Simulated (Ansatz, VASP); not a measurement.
MgO: VASP beside Ansatz

The input INCAR:

```
PREC = Accurate
ENCUT = 600
EDIFF = 1E-6
ISMEAR = -1
SIGMA = 0.05
LREAL = F
LASPH = T
NELM = 120
ALGO = Normal
ISIF = 2
LWAVE = F
LCHARG = F
GGA = CA
NBANDS = 11
GGA_COMPAT = F
```

File KPOINTS:

```
regular mesh
0
Gamma
  16 16 16
```

The input POSCAR:

```
MgO
1.0
    0.0000000000      2.0970780100      2.0970780100
    2.0970780100      0.0000000000      2.0970780100
    2.0970780100      2.0970780100      0.0000000000
Mg O
1 1
Direct
    0.0000000000      0.0000000000      0.0000000000
    0.2500000000      0.2500000000      0.2500000000
```

Input for Ansatz:

```yaml
crystal:
  lattice:
    - [0.0, 2.09707801, 2.09707801]
    - [2.09707801, 0.0, 2.09707801]
    - [2.09707801, 2.09707801, 0.0]
  atoms:
    - { symbol: Mg, position: [0.0, 0.0, 0.0] }
    - { symbol: O, position: [0.25, 0.25, 0.25] }
kpoints:
  mp_grid: { grid: [16, 16, 16] }
scf:
  occupations: { method: fermi_dirac, width: 0.05 }
hamiltonian:
  xc: lda
  pseudopotentials: { kind: all_electron, lapw: { basis_error: 0.001 } }
output:
  forces: true
  stress: true
  eigenvalues: true
  populations: true
```

Change from the starting cell: volume scaled by 0.8, LAPW.

Alike in both runs: task single point; functional LDA; k mesh 16 × 16 × 16; occupations fermi-dirac, width 0.05 eV; no spin polarisation.

|  | VASP | Ansatz |
| --- | --- | --- |
| version | VASP 6.6.1 | Ansatz 0.2.0 |
| potentials or method | VASP PAW LDA potentials, release 64 (Mg, O), cutoff 600 eV | all-electron LAPW, scalar-relativistic |

|  | VASP | Ansatz | Ansatz less VASP |
| --- | --- | --- | --- |
| gap on the k mesh at the Fermi level (eV) | 5.18 | 5.18 | -0.003 |
| pressure (GPa) | 45.9 | 45.9 | -0.06 |

LDA's correlation is that of Perdew and Zunger in VASP and of Perdew and Wang (1992) in Ansatz. Both programs put the cell under a high pressure, so it lies far from rest at this level. Ansatz ran all-electron here, and VASP with PAW potentials.
